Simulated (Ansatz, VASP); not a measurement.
**Two plane-wave programs on Ag**

INCAR

```
SYSTEM = Ag
PREC = Accurate ; ENCUT = 520
EDIFF = 1E-7 ; ISMEAR = -1
SIGMA = 0.1 ; LREAL = .False.
LASPH = .True. ; NELM = 60
ALGO = Normal ; ISIF = 2
LWAVE = .False. ; LCHARG = .False.
NBANDS = 18
```

File KPOINTS:

```
regular mesh
0
Gamma
  14 14 8
  0 0 0
```

File POSCAR:

```
Ag
1.0
   -1.5984723455      1.9392576929      1.4238474632
    1.9392576929     -1.5984723455      1.4238474632
    3.3391074259      3.3391074259     -0.7996984754
Ag
2
Direct
    0.0415862377      0.9584137623      1.0000000000
    0.7084137623      0.2915862377      0.5000000000
```

Input for Ansatz:

```yaml
crystal:
  lattice:
    - [-1.5984723455, 1.9392576929, 1.4238474632]
    - [1.9392576929, -1.5984723455, 1.4238474632]
    - [3.3391074259, 3.3391074259, -0.7996984754]
  atoms:
    - { symbol: Ag, position: [0.0415862377, 0.9584137623, 1.0] }
    - { symbol: Ag, position: [0.7084137623, 0.2915862377, 0.5] }
hamiltonian:
  xc: lda
  pseudopotentials:
    kind: paw
    azcp:
      Ag: "pseudopotentials/Ag.paw.azcp"
basis:
  ecutwfc: 420
  fft_grid_basis: typed
kpoints:
  mp_grid: { grid: [14, 14, 8], shift: [0, 0, 0] }
magnetization:
  spin_polarized: false
scf:
  occupations: { method: fermi_dirac, width: 0.1 }
  lower_state_search: "off"
output:
  stress: true
```

Alike in both runs: task single point; functional LDA; k mesh 14 × 14 × 8; occupations fermi-dirac, width 0.1 eV; no spin polarisation.

|  | VASP | Ansatz |
| --- | --- | --- |
| version | VASP 6.6.1 | Ansatz 0.2.0 |
| potentials or method | VASP PAW LDA potentials, release 64 (Ag), cutoff 520 eV | plane waves (420 eV) with PAW, scalar-relativistic |
| valence electrons in the cell | 22 | 38 |

|  | VASP | Ansatz | Ansatz less VASP |
| --- | --- | --- | --- |
| pressure (GPa) | -8.2 | -8.3 | -0.15 |
| traceless stress, the component that is largest in VASP (GPa) | -0.55 | -0.53 | +0.013 |

Ansatz warns that its potentials were made for another functional, while VASP's fit it. LDA's correlation is that of Perdew and Zunger in VASP and of Perdew and Wang (1992) in Ansatz. VASP's potentials hold 22 valence electrons a cell and Ansatz's 38, so a difference there can come from the potentials and not from the codes.
